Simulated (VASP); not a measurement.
Input of a VASP 6.6.1 run:

The input INCAR:

```
  PREC = Accurate
  ENCUT = 520
  EDIFF = 1E-6
  ISMEAR = 0
  SIGMA = 0.15
  LREAL = False
  LASPH = True
  NELM = 80
  ALGO = Fast
  ISIF = 2
  LWAVE = False
  LCHARG = True
  GGA = PS
  LELF = True
  LVHAR = True
  NBANDS = 38
```

File KPOINTS:

```
regular mesh
0
Gamma
  18 18 6
```

POSCAR

```
Rh
1.0
    2.6488000000      0.0000000000      0.0000000000
   -1.3244000000      2.2939280895      0.0000000000
    0.0000000000      0.0000000000      8.4948000000
Rh
4
Direct
    0.0000000000      0.0000000000      0.0000000000
    0.3333333333      0.6666666667      0.2500000000
    0.0000000000      0.0000000000      0.5000000000
    0.6666666667      0.3333333333      0.7500000000
```

Potentials or basis: VASP PAW PBE potentials, release 64 (Rh_pv).

Launch:

```console
$ cat potpaw_PBE.64/Rh_pv/POTCAR > POTCAR
$ mpirun -np 1 vasp_std > vasp.out
```

Problem. Predict the band gap on the k mesh.

Solution. Zero (bands 30 and 31 overlap by 2.18 eV).

Problem. Predict the pressure.

Solution. 15.8 GPa.

Stress tensor (GPa, compression positive):
```
13.33  0.00  0.00
 0.00 13.33  0.00
 0.00  0.00 20.79
```

Caveat: the cell stands under pressure; the PAW data sets were made with another functional, which shifts forces and pressure a little.
